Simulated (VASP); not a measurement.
# Pd16Cl in VASP: further runs

Pd16Cl is run at these levels: PBEsol; tasks: single point.

Program: VASP 6.6.1. These are calculated values, not measurements. Logs are shortened: lines on timing, memory, paths and dates and some standing lists are left out, and cuts for length are marked.

## Step 1: The cell of the first run

The cell holds a slab with vacuum, 17 atoms: a = 7.780 Å, b = 5.501 Å, c = 15.126 Å, α = 90.00°, β = 90.00°, γ = 90.00°.

## Step 2: Single point, PBEsol

Input file INCAR:

```
SYSTEM = Pd16Cl
ALGO = Normal
EDIFF = 1E-7
ENCUT = 520
GGA = PS
ISIF = 2
ISMEAR = -1
LASPH = .True.
LCHARG = .False.
LREAL = Auto
LWAVE = .False.
NBANDS = 98
NELM = 60
PREC = Accurate
SIGMA = 0.05
```

Input file KPOINTS:

```
k-points
0
Gamma
  2 3 1
  0 0 0
```

Input file POSCAR:

```
Pd16Cl
1.0
    7.7800000000      0.0000000000      0.0000000000
    0.0000000000      5.5012910000      0.0000000000
    0.0000000000      0.0000000000     15.1259680000
Pd Cl
16 1
Direct
    0.2500000000      0.2499958646      0.0661114713
    0.7500000000      0.2499958646      0.0661114713
    0.2500000000      0.7500057714      0.0661114713
    0.7500000000      0.7500057714      0.0661114713
    0.0076478149     -0.0373548682      0.1632160005
    0.5196915167     -0.0197408208      0.1463972421
    0.0021208226      0.4435504321      0.1547537321
    0.5124678663      0.4908847760      0.1499143724
    0.3090745501      0.2246381804      0.2448107784
    0.7606555270      0.2031523146      0.2612460902
    0.2970951157      0.7064523582      0.2492865250
    0.7552313625      0.6971636294      0.2555142256
   -0.0001799486     -0.0517514889      0.3432970373
    0.5166066838     -0.0268482434      0.3530418681
    0.0584832905      0.4342980584      0.3289244034
    0.5387789203      0.4833592697      0.3572399466
    0.3296401028      0.2042066126      0.4334664730
```

Potentials or basis: VASP PAW PBE potentials, release 64 (Pd, Cl).

Started as:

```console
cat potpaw_PBE.64/Pd/POTCAR potpaw_PBE.64/Cl/POTCAR > POTCAR
mpirun -np 1 vasp_std > vasp.out
```

OUTCAR:

```text
SYSTEM = Pd16Cl
   EDIFF = 1E-7
   ENCUT = 520
   GGA = PS
   ISIF = 2
   ISMEAR = -1
   LASPH = .True.
   LREAL = Auto
   NELM = 60
   PREC = Accurate

 ion  position               nearest neighbor table
   1  0.250  0.250  0.066-   7 2.58   8 2.74   9 2.75   3 2.75   3 2.75   6 2.84   5 2.87
   2  0.750  0.250  0.066-   8 2.60   7 2.60   6 2.62   4 2.75   4 2.75   5 2.95  10 2.96
   3  0.250  0.750  0.066-   5 2.66   6 2.74   1 2.75   1 2.75   8 2.79  11 2.81   7 2.89
   4  0.750  0.750  0.066-   6 2.51   8 2.66   5 2.75   2 2.75   2 2.75  12 2.88   7 2.91
   5  0.008  0.963  0.163-   7 2.65   3 2.66  13 2.73   4 2.75  10 2.76  12 2.82   7 2.86   1 2.87
                             2 2.95  11 2.96   9 3.02
   6  0.520  0.980  0.146-   4 2.51   9 2.59   2 2.62   8 2.69   3 2.74  11 2.77   8 2.81  10 2.83
                             1 2.84  12 2.92  14 3.13
   7  0.002  0.444  0.155-   1 2.58   2 2.60   5 2.65  15 2.67  10 2.81  12 2.82   5 2.86   3 2.89
                             4 2.91   9 3.00  11 3.07
   8  0.512  0.491  0.150-  11 2.54   9 2.59   2 2.60   4 2.66   6 2.69  12 2.72   1 2.74   3 2.79
                             6 2.81  10 3.01  16 3.14
   9  0.309  0.225  0.245-   6 2.59   8 2.59  15 2.60  11 2.65  14 2.68   1 2.75  16 2.85  11 2.85
                            17 2.86   7 3.00   5 3.02  13 3.21
  10  0.761  0.203  0.261-  13 2.64  14 2.67  12 2.72  16 2.73   5 2.76  12 2.79   7 2.81  15 2.83
                             6 2.83   2 2.96   8 3.01
  11  0.297  0.706  0.249-   8 2.54   9 2.65  15 2.67  14 2.74   6 2.77  16 2.78   3 2.81   9 2.85
                             5 2.96  13 3.02   7 3.07
  12  0.755  0.697  0.256-  16 2.57  13 2.70  10 2.72   8 2.72  10 2.79  14 2.82   5 2.82   7 2.82
                             4 2.88   6 2.92  15 2.98
  13  1.000  0.948  0.343-  10 2.64  12 2.70  15 2.72   5 2.73  15 2.87  11 3.02   9 3.21
  14  0.517  0.973  0.353-  17 2.28  10 2.67   9 2.68  16 2.70  11 2.74  16 2.81  12 2.82   6 3.13

  15  0.058  0.434  0.329-   9 2.60   7 2.67  11 2.67  13 2.72  10 2.83  13 2.87  17 2.92  12 2.98

  16  0.539  0.483  0.357-  17 2.52  12 2.57  14 2.70  10 2.73  11 2.78  14 2.81   9 2.85   8 3.14

  17  0.330  0.204  0.433-  14 2.28  16 2.52   9 2.86  15 2.92

  LATTYP: Found a simple orthorhombic cell.
 ALAT       =     5.5012910000
 B/A-ratio  =     1.4142135001
 C/A-ratio  =     2.7495306102

  Lattice vectors:

 A1 = (   0.0000000000,  -5.5012910000,   0.0000000000)
 A2 = (   7.7800000000,   0.0000000000,   0.0000000000)
 A3 = (   0.0000000000,   0.0000000000,  15.1259680000)

Analysis of symmetry for initial positions (statically):
=====================================================================
 Subroutine PRICEL returns:
 Original cell was already a primitive cell.
[... 139 lines left out ...]
   POTIM  = 0.5000    time-step for ionic-motion
   TEBEG  =    0.0;   TEEND  =   0.0 temperature during run
   PSTRESS=    0.0 pullay stress
   NELECT =     167.0000    total number of electrons
   NUPDOWN=      -1.0000    fix difference up-down
   EMIN   =  10.00;   EMAX   =-10.00  energy-range for DOS
   EFERMI =   0.00;   METHOD = LEGACY
   ISMEAR =    -1;   SIGMA  =   0.05  broadening in eV -4-tet -1-fermi 0-gaus
   EFERMI_NEDOS =   21; number of points for ismear=-14 and -15
   IALGO  =     38    algorithm
   IMIX   =      4    mixing-type and parameters
     AMIX     =   0.40;   BMIX     =  1.00
     AMIX_MAG =   1.60;   BMIX_MAG =  1.00
  volume/ion in A,a.u.               =      38.08       256.99
  Fermi-wavevector in a.u.,A,eV,Ry     =   1.042136  1.969352 14.776581  1.086048
  Thomas-Fermi vector in A             =   2.176788
   LORBIT       =      0    0 simple, 1 ext, 2 COOP (PROOUT), +10 PAW based schemes
   GGA     = PS    functional components
   LHFCALC =     F    Hartree Fock is set to
   AEXX    =    0.0000 exact exchange contribution
   IVDW    =     0    specifies the selected vdW correction
   LEPSILON=     F    determine dielectric tensor
   LRPA    =     F    only Hartree local field effects (RPA)
 non-spin polarized calculation
  energy-cutoff  :      520.00
  volume of cell :      647.39
 maximum number of plane-waves:     17456
 NGX is ok and might be reduce to    60
   NGX = 29   NGY = 21   NGZ = 57

 number of electron     167.0000019 magnetization

 Free energy of the ion-electron system (eV)
  ---------------------------------------------------
  ext. energy  EPLUGINS =         0.00000000
  ---------------------------------------------------
  free energy    TOTEN  =       -87.03698849 eV

  energy without entropy =      -86.74544578  energy(sigma->0) =      -86.89121714

 E-fermi :   0.4926     XC(G=0):  -6.3859

 val. band max:        0.4894269014   @ k =   0.5000   0.3333   0.0000
 cond. band min:       0.4940094390   @ k =   0.0000   0.0000   0.0000
 fundamental gap:      0.0045825376
 Fermi energy:         0.4925937578

 k-point     1 :       0.0000    0.0000    0.0000
  band No.  band energies     occupation
      1     -15.3208      2.00000
      2      -5.5074      2.00000
      3      -5.0446      2.00000
      4      -4.4959      2.00000
      5      -4.4302      2.00000
      6      -4.3869      2.00000
[... 381 lines left out ...]
     94       3.3299      0.00000
     95       3.9548      0.00000
 [bands above 95 left out]

------------------------ aborting loop because EDIFF is reached ----------------------------------------

  FORCE on cell =-STRESS in cart. coord.  units (eV):
  Direction    XX          YY          ZZ          XY          YZ          ZX
  --------------------------------------------------------------------------------------
  -------------------------------------------------------------------------------------
  Total      -16.3424606    -17.8094502     -8.7650313     -0.8652243      1.5152461     -4.7299969
  in kB      -40.4446086    -44.0751402    -21.6918533     -2.1412722      3.7499577    -11.7058794
  external PRESSURE =     -35.4038674 kB  Pullay stress =       0.0000000 kB

 VOLUME and BASIS-vectors are now :
 -----------------------------------------------------------------------------
  energy-cutoff  :      520.00
  volume of cell :      647.39
      direct lattice vectors                 reciprocal lattice vectors
     7.780000000  0.000000000  0.000000000     0.128534704  0.000000000  0.000000000
     0.000000000  5.501291000  0.000000000     0.000000000  0.181775514  0.000000000
     0.000000000  0.000000000 15.125968000     0.000000000  0.000000000  0.066111471

 POSITION                                       TOTAL-FORCE (eV/Angst)
 -----------------------------------------------------------------------------------
      1.94500      1.37530      1.00000         0.331258     -0.363102      0.620576
      5.83500      1.37530      1.00000         0.370797     -0.235715      0.371916
      1.94500      4.12600      1.00000         0.008513     -0.154146      0.712160
      5.83500      4.12600      1.00000         0.822383     -0.391714      0.296499
      0.05950      5.29579      2.46880         0.044612     -0.182790      0.040287
      4.04320      5.39269      2.21440        -0.415645      0.303394      0.511561
[... 9 lines left out ...]
      4.19170      2.65910      5.40360        -0.622109     -0.435562     -0.276991
      2.56460      1.12340      6.55660         0.015767      0.502823      0.023292
 -----------------------------------------------------------------------------------
    total drift:                                0.002081     -0.002941     -0.003892

  FREE ENERGIE OF THE ION-ELECTRON SYSTEM (eV)
  ---------------------------------------------------
  free  energy   TOTEN  =       -87.0369884888 eV

  energy  without entropy=      -86.7454457822  energy(sigma->0) =      -86.89121714
```

OSZICAR:

```text
N       E                     dE             d eps       ncg     rms          rms(c)
DAV:   1     0.108023425825E+04    0.10802E+04   -0.75627E+04   784   0.147E+03
DAV:   2    -0.184250185838E+02   -0.10987E+04   -0.10398E+04   880   0.311E+02
DAV:   3    -0.890679236720E+02   -0.70643E+02   -0.63927E+02   936   0.685E+01
[... 29 lines left out ...]
DAV:  33    -0.870369877710E+02   -0.30516E-05   -0.28498E-07   666   0.178E-03    0.909E-04
DAV:  34    -0.870369882044E+02   -0.43332E-06   -0.47420E-08   470   0.105E-03    0.448E-04
DAV:  35    -0.870369883283E+02   -0.12389E-06   -0.23674E-08   468   0.691E-04    0.276E-04
DAV:  36    -0.870369884365E+02   -0.10828E-06   -0.16178E-08   452   0.419E-04    0.144E-04
DAV:  37    -0.870369884888E+02   -0.52267E-07   -0.12234E-08   450   0.225E-04
   1 F= -.87036988E+02 E0= -.86891217E+02  d E =-.291543E+00
```

stdout:

```text
POSCAR found type information on POSCAR PdCl
 POSCAR found :  2 types and      17 ions
 scaLAPACK will be used
 -----------------------------------------------------------------------------
|                                                                             |
|                                                                             |
|     You enforced a specific xc type in the INCAR file but a different       |
|     I HOPE YOU KNOW WHAT YOU ARE DOING!                                     |
|                                                                             |
 -----------------------------------------------------------------------------

 LDA part: xc-table for (Slater+PW92), standard interpolation
 POSCAR, INCAR and KPOINTS ok, starting setup
 FFT: planning ... GRIDC
 FFT: planning ... GRID_SOFT
 FFT: planning ... GRID
 WAVECAR not read
 entering main loop
```

It took 30 min on 1 thread of Intel Xeon 8259CL, shared host; peak memory 0.64 GiB.

What came out:

```yaml
Free_energy: -87.0370 eV
Largest_force: 1.247 eV/Å
Band_gap_on_the_k_mesh: zero (an odd number of electrons rules out a gap without spin polarisation)
```

Forces in eV/Å, atoms in the order of the input:
```
Pd   0.331 -0.363  0.621
Pd   0.371 -0.236  0.372
Pd   0.009 -0.154  0.712
Pd   0.822 -0.392  0.296
Pd   0.045 -0.183  0.040
Pd  -0.416  0.303  0.512
Pd  -0.036  1.157  0.366
Pd   0.695 -0.318 -0.312
Pd  -1.022 -0.675 -0.231
Pd  -0.087  0.136 -0.720
Pd  -0.818  0.895 -0.060
Pd   0.297  0.403 -0.230
Pd   0.602 -0.330 -0.651
Pd   0.492 -0.539 -0.490
Pd  -0.678  0.229  0.029
Pd  -0.622 -0.436 -0.277
Cl   0.016  0.503  0.023
```

Caveat: the k points lie up to 0.40 Å⁻¹ apart, too coarse for converged energies and pressures of a metal; there is no dipole correction, which matters where the two faces differ; the PAW data sets were made with another functional, which shifts forces and pressure a little; an odd number of electrons without spin polarisation forces a metal; a magnetic or distorted state may lie lower.

## Step 3: Single point, PBEsol

Input file INCAR:

```
PREC = Accurate
ENCUT = 520
EDIFF = 1E-6
ISMEAR = -1
SIGMA = 0.05
LREAL = Auto
LASPH = T
NELM = 100
ALGO = Normal
ISIF = 2
LWAVE = F
LCHARG = T
GGA = PS
LELF = T
LVHAR = T
NBANDS = 98
```

Input file KPOINTS:

```
Automatic mesh
0
Gamma
  2 3 1
```

Input file POSCAR:

```
Pd16Cl
1.0
    7.7800000000      0.0000000000      0.0000000000
    0.0000000000      5.5012910000      0.0000000000
    0.0000000000      0.0000000000     15.1259680000
Pd Cl
16 1
Direct
    0.2500000000      0.2499958646      0.0661114713
    0.7500000000      0.2499958646      0.0661114713
    0.2500000000      0.7500057714      0.0661114713
    0.7500000000      0.7500057714      0.0661114713
   -0.0062082262      0.0147965269      0.1379481961
    0.5144344473     -0.0182320841      0.1602079285
    0.0126606684      0.5142247520      0.1607169868
    0.5076349614      0.4908120657      0.1522943854
    0.2396658098      0.2012800268      0.2329173247
    0.7742159383      0.1863380796      0.2482551860
    0.3084061697      0.6752596800      0.2573917914
    0.7720565553      0.6785134617      0.2678770707
    0.0452185090     -0.1272973926      0.3309275810
    0.5603213368     -0.1026304553      0.3550450457
   -0.0035604113      0.4191379805      0.3433300930
    0.4974035990      0.3736577469      0.3386031228
    0.2365167095      0.1491831645      0.4037030886
```

Potentials or basis: VASP PAW PBE potentials, release 64 (Pd, Cl).

Started as:

```console
cat potpaw_PBE.64/Pd/POTCAR potpaw_PBE.64/Cl/POTCAR > POTCAR
mpirun -np 1 vasp_std > vasp.out
```

OUTCAR:

```text
PREC = Accurate
   ENCUT = 520
   EDIFF = 1E-6
   ISMEAR = -1
   LREAL = Auto
   LASPH = T
   NELM = 100
   ISIF = 2
   GGA = PS

 ion  position               nearest neighbor table
   1  0.250  0.250  0.066-   9 2.54   5 2.61   8 2.73   3 2.75   3 2.75   7 2.75   6 2.90
   2  0.750  0.250  0.066-   5 2.54   8 2.65   6 2.75   4 2.75   4 2.75  10 2.78   7 2.89
   3  0.250  0.750  0.066-   7 2.67   5 2.70   1 2.75   1 2.75   8 2.78   6 2.81  11 2.96
   4  0.750  0.750  0.066-   5 2.63   6 2.65   8 2.70   2 2.75   2 2.75   7 2.81  12 3.08
   5  0.994  0.015  0.138-   2 2.54  10 2.57   9 2.60   1 2.61   4 2.63   3 2.70   7 2.77   7 2.78
                            13 3.05  12 3.20
   6  0.514  0.982  0.160-   4 2.65  10 2.67   9 2.69   8 2.70   2 2.75  11 2.75   8 2.80   3 2.81
                             1 2.90  14 3.00  12 3.07
   7  0.013  0.514  0.161-  12 2.64   3 2.67   9 2.70   1 2.75   5 2.77   5 2.78   4 2.81  15 2.81
                            11 2.87   2 2.89  10 2.91  13 3.25
   8  0.508  0.491  0.152-  11 2.44   2 2.65   4 2.70   6 2.70   1 2.73   3 2.78   6 2.80  12 2.89
                            16 2.89   9 2.89  10 3.04
   9  0.240  0.201  0.233-   1 2.54  17 2.60   5 2.60  11 2.69   6 2.69   7 2.70  16 2.73  13 2.78
                            15 2.79   8 2.89  11 2.97
  10  0.774  0.186  0.248-   5 2.57  15 2.59   6 2.67  12 2.72  16 2.75   2 2.78  12 2.81  14 2.81
                             7 2.91  13 3.00   8 3.04
[... 605 lines left out ...]
 [bands above 95 left out]

------------------------ aborting loop because EDIFF is reached ----------------------------------------

  FORCE on cell =-STRESS in cart. coord.  units (eV):
  Direction    XX          YY          ZZ          XY          YZ          ZX
  --------------------------------------------------------------------------------------
  -------------------------------------------------------------------------------------
  Total      -10.4720758    -12.0568494     -5.1065392     -3.5706628      2.1571954     -3.3212002
  in kB      -25.9164770    -29.8385026    -12.6377529     -8.8367391      5.3386651     -8.2193646
  external PRESSURE =     -22.7975775 kB  Pullay stress =       0.0000000 kB

 VOLUME and BASIS-vectors are now :
 -----------------------------------------------------------------------------
  energy-cutoff  :      520.00
  volume of cell :      647.39
      direct lattice vectors                 reciprocal lattice vectors
     7.780000000  0.000000000  0.000000000     0.128534704  0.000000000  0.000000000
     0.000000000  5.501291000  0.000000000     0.000000000  0.181775514  0.000000000
     0.000000000  0.000000000 15.125968000     0.000000000  0.000000000  0.066111471

 POSITION                                       TOTAL-FORCE (eV/Angst)
 -----------------------------------------------------------------------------------
      1.94500      1.37530      1.00000         0.428759      0.200921     -0.065454
      5.83500      1.37530      1.00000        -0.351366      0.397835      0.254011
      1.94500      4.12600      1.00000         0.299456      0.158750      0.820492
      5.83500      4.12600      1.00000         0.193797     -0.145673      0.729430
      7.73170      0.08140      2.08660         0.407984     -1.107548      0.169313
      4.00230      5.40099      2.42330        -0.125189      0.075452     -0.034700
[... 9 lines left out ...]
      3.86980      2.05560      5.12170         0.621003     -0.184232     -0.256669
      1.84010      0.82070      6.10640        -0.078349      0.137974     -0.070008
 -----------------------------------------------------------------------------------
    total drift:                                0.004501      0.003484      0.002536

  FREE ENERGIE OF THE ION-ELECTRON SYSTEM (eV)
  ---------------------------------------------------
  free  energy   TOTEN  =       -86.6721404579 eV

  energy  without entropy=      -86.3817991900  energy(sigma->0) =      -86.52696982
```

OSZICAR:

```text
N       E                     dE             d eps       ncg     rms          rms(c)
DAV:   1     0.109045103422E+04    0.10905E+04   -0.75710E+04   784   0.147E+03
DAV:   2    -0.161700933858E+02   -0.11066E+04   -0.10471E+04   862   0.312E+02
DAV:   3    -0.884361448429E+02   -0.72266E+02   -0.65663E+02   960   0.693E+01
[... 27 lines left out ...]
DAV:  31    -0.866721203625E+02   -0.31460E-04   -0.27489E-06   550   0.833E-03    0.360E-03
DAV:  32    -0.866721307379E+02   -0.10375E-04   -0.10939E-06   476   0.571E-03    0.360E-03
DAV:  33    -0.866721379982E+02   -0.72604E-05   -0.73495E-07   486   0.312E-03    0.107E-03
DAV:  34    -0.866721398193E+02   -0.18211E-05   -0.20289E-07   480   0.134E-03    0.810E-04
DAV:  35    -0.866721404579E+02   -0.63865E-06   -0.10948E-07   452   0.118E-03
   1 F= -.86672140E+02 E0= -.86526970E+02  d E =-.290341E+00
```

stdout:

```text
POSCAR found type information on POSCAR PdCl
 POSCAR found :  2 types and      17 ions
 scaLAPACK will be used
 -----------------------------------------------------------------------------
|                                                                             |
|                                                                             |
|     You enforced a specific xc type in the INCAR file but a different       |
|     I HOPE YOU KNOW WHAT YOU ARE DOING!                                     |
|                                                                             |
 -----------------------------------------------------------------------------

 LDA part: xc-table for (Slater+PW92), standard interpolation
 POSCAR, INCAR and KPOINTS ok, starting setup
 FFT: planning ... GRIDC
 FFT: planning ... GRID_SOFT
 FFT: planning ... GRID
 WAVECAR not read
 entering main loop
```

It took 23 min on 1 thread of Intel Xeon 8259CL, shared host; peak memory 0.64 GiB.

Results:

* Free energy: -86.6721 eV
* Largest force: 1.824 eV/Å
* Band gap on the k mesh: zero (an odd number of electrons rules out a gap without spin polarisation)

Forces on the atoms (eV/Å):
```
Pd   0.429  0.201 -0.065
Pd  -0.351  0.398  0.254
Pd   0.299  0.159  0.820
Pd   0.194 -0.146  0.729
Pd   0.408 -1.108  0.169
Pd  -0.125  0.075 -0.035
Pd  -0.400  0.033 -0.365
Pd   0.988 -0.770 -0.562
Pd   0.604 -0.397  0.681
Pd  -0.597 -0.121  0.139
Pd  -1.167  1.401 -0.052
Pd  -0.528 -0.320 -1.279
Pd  -0.255  1.251 -0.038
Pd  -0.920  0.409 -0.207
Pd   0.878 -1.019  0.137
Pd   0.621 -0.184 -0.257
Cl  -0.078  0.138 -0.070
```

Caveat: the k points lie up to 0.40 Å⁻¹ apart, too coarse for converged energies and pressures of a metal; there is no dipole correction, which matters where the two faces differ; the PAW data sets were made with another functional, which shifts forces and pressure a little; an odd number of electrons without spin polarisation forces a metal; a magnetic or distorted state may lie lower.
